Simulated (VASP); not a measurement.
Set up this calculation in VASP 6.6.1, as the native input.

```yaml
Task: single point
Functional: r2SCAN
Dispersion: rVV10
Potentials_or_basis: VASP PAW PBE potentials, release 64 (P)
Cutoff: 520 eV
k_mesh: 9 × 9 × 9
Occupations: fermi-dirac, width 0.05 eV
Spin: no spin polarisation
Dipole_correction: no
Further_INCAR_settings: ALGO = Normal; EDIFF = 1e-06; NBANDS = 12
```

P:

```
P
1.0
     1.72975    0.99867    3.07335
    -1.72975    0.99867    3.07335
     0.00000   -1.99734    3.07335
P
2
Direct
  0.77159 0.77159 0.77159
  0.22841 0.22841 0.22841
```

These files were run (other wordings do the same):

POSCAR

```
P
1.0
    1.7297453133      0.9986689223      3.0733481465
   -1.7297453133      0.9986689223      3.0733481465
    0.0000000000     -1.9973378445      3.0733481465
P
2
Direct
    0.7715947765      0.7715947765      0.7715947765
    0.2284052235      0.2284052235      0.2284052235
```

INCAR.step1

```
SYSTEM = P
PREC     = Accurate       ! precision mode
ENCUT    = 520            ! plane-wave cutoff, eV
ISMEAR   = -1             ! smearing method
SIGMA    = 0.05           ! smearing width, eV
LREAL    = .FALSE.        ! projectors in reciprocal space
LASPH    = .TRUE.         ! aspherical terms in the spheres
NELM     = 60             ! most SCF steps
NBANDS   = 12             ! bands
GGA      = PE             ! functional
ALGO     = Normal         ! electronic algorithm
EDIFF    = 1E-4           ! SCF threshold, eV
LWAVE    = .TRUE.         ! write WAVECAR
LCHARG   = .FALSE.        ! write CHGCAR
```

INCAR.step2

```
SYSTEM = P
PREC     = Accurate       ! precision mode
ENCUT    = 520            ! plane-wave cutoff, eV
EDIFF    = 1E-6           ! SCF threshold, eV
ISMEAR   = -1             ! smearing method
SIGMA    = 0.05           ! smearing width, eV
LREAL    = .FALSE.        ! projectors in reciprocal space
LASPH    = .TRUE.         ! aspherical terms in the spheres
NELM     = 60             ! most SCF steps
ALGO     = Normal         ! electronic algorithm
ISIF     = 2              ! what is computed and relaxed
LWAVE    = .FALSE.        ! write WAVECAR
LCHARG   = .TRUE.         ! write CHGCAR
METAGGA  = R2SCAN         ! meta-GGA
LMIXTAU  = .TRUE.       
LUSE_VDW = .TRUE.       
IVDW_NL  = 2            
BPARAM   = 11.95        
CPARAM   = 0.0093       
LELF     = .TRUE.         ! ELF
LVHAR    = .TRUE.       
NBANDS   = 12             ! bands
ISTART   = 1
```

KPOINTS

```
Automatic mesh
0
G
  9 9 9
  0 0 0
```

Potentials or basis: VASP PAW PBE potentials, release 64 (P).

Launch:

```sh
$ cat potpaw_PBE.64/P/POTCAR > POTCAR
$ cp INCAR.step1 INCAR
$ mpirun -np 1 vasp_std > vasp.out
$ cp INCAR.step2 INCAR
$ mpirun -np 1 vasp_std > vasp.out
```

It gave:

```yaml
Pressure: -0.5 GPa
Largest_force: 0.080 eV/Å
Band_gap_on_the_k_mesh: zero (band 5 reaches 9.64 eV, above the bottom of band 6 at 8.90 eV)
```

Caveat: the PAW data sets were made with another functional, which shifts forces and pressure a little.

Run time: 2.6 min on 1 thread of Intel(R) Xeon(R) Platinum 8488C (Sapphire Rapids) (shared host), peak memory 0.26 GiB.
